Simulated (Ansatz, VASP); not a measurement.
# InGa2N3 in VASP and in Ansatz

```
In Ga N
1.0
     2.64103    1.52480    4.45548
    -2.64103    1.52480    4.45548
     0.00000   -3.04960    4.45548
In Ga N
1 2 3
Direct
  0.00000 0.00000 0.00000
  0.34155 0.34155 0.34155
  0.65845 0.65845 0.65845
  0.00000 0.00000 0.50000
  0.50000 0.00000 0.00000
  0.00000 0.50000 0.00000
```

Alike in both runs: task single point; functional PBE; k mesh 6 × 6 × 6; occupations gaussian, width 0.1 eV; no spin polarisation.

|  | VASP | Ansatz |
| --- | --- | --- |
| version | VASP 6.6.1 | Ansatz 0.2.0 |
| potentials or method | VASP PAW PBE potentials, release 64 (In_d, Ga_d, N), cutoff 520 eV | scalar-relativistic, plane waves, PAW |
| valence electrons in the cell | 54 | 54 |

Ansatz gave:

- gap on the k mesh at the Fermi level (eV): none
- pressure (GPa): -12.8
- traceless stress, the component that is largest in VASP (GPa): -11.15
- rms of the force components (eV/Å): 0.270

Q: Which values does VASP return?

A: gap on the k mesh at the Fermi level (eV): none; pressure (GPa): -12.8; traceless stress, the component that is largest in VASP (GPa): -11.13; rms of the force components (eV/Å): 0.269.

Atom by atom the forces differ by 0.000 eV/Å (rms over components). A gap of «none» marks a metal or a gap that the smearing closes.
